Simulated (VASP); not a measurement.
Set up this calculation in VASP 6.6.1, as the native input.

| Item | Value |
| --- | --- |
| Task | dielectric tensor |
| Functional | r2SCAN |
| Potentials or basis | VASP PAW PBE potentials, release 64 (Al, N) |
| Cutoff | 520 eV |
| k mesh | 9 × 9 × 4 |
| Occupations | gaussian, width 0.01 eV |
| Spin | no spin polarisation |
| Dipole correction | no |
| Further INCAR settings | ALGO = Normal; EDIFF = 1e-08 |

The structure of AlN lies in POSCAR:

```
AlN
1.0
    3.1066937602      0.0000000000      0.0000000000
   -1.5533468801      2.6904757181      0.0000000000
    0.0000000000      0.0000000000      5.1279492985
Al N
2 2
Direct
    0.3333333333      0.6666666667     -0.0010130585
    0.6666666667      0.3333333333      0.4989869415
    0.3333333333      0.6666666667      0.3760130585
    0.6666666667      0.3333333333      0.8760130585
```

This cell differs from its parent crystal: uniaxial z strain +3.0%.

These files were run (other wordings do the same):

INCAR

```
SYSTEM = AlN
PREC = Accurate
ENCUT = 520
EDIFF = 1E-8
ISMEAR = 0
SIGMA = 0.01
LREAL = .FALSE.
LASPH = .TRUE.
NELM = 100
ALGO = Normal
ISIF = 2
LWAVE = .FALSE.
LCHARG = .FALSE.
METAGGA = R2SCAN
LMIXTAU = .TRUE.
LCALCEPS = .TRUE.
```

KPOINTS

```
Automatic mesh
0
G
  9 9 4
  0 0 0
```

Potentials or basis: VASP PAW PBE potentials, release 64 (Al, N).

Command:

```console
$ cat potpaw_PBE.64/Al/POTCAR potpaw_PBE.64/N/POTCAR > POTCAR
$ mpirun -np 1 vasp_std > vasp.out
```

Results of the run:

```yaml
Band_gap_on_the_k_mesh: 4.74 eV
Electronic_dielectric_tensor_diagonal: 4.17, 4.17, 4.40
Born_charges_mean_of_the_diagonal: Al +2.55; N -2.55 e
```

Caveat: the cell differs from its parent crystal (uniaxial z strain +3.0%).

Run time: 12 min on 1 thread of Intel(R) Xeon(R) 6975P-C (Granite Rapids), on a shared host, peak memory 0.44 GiB.
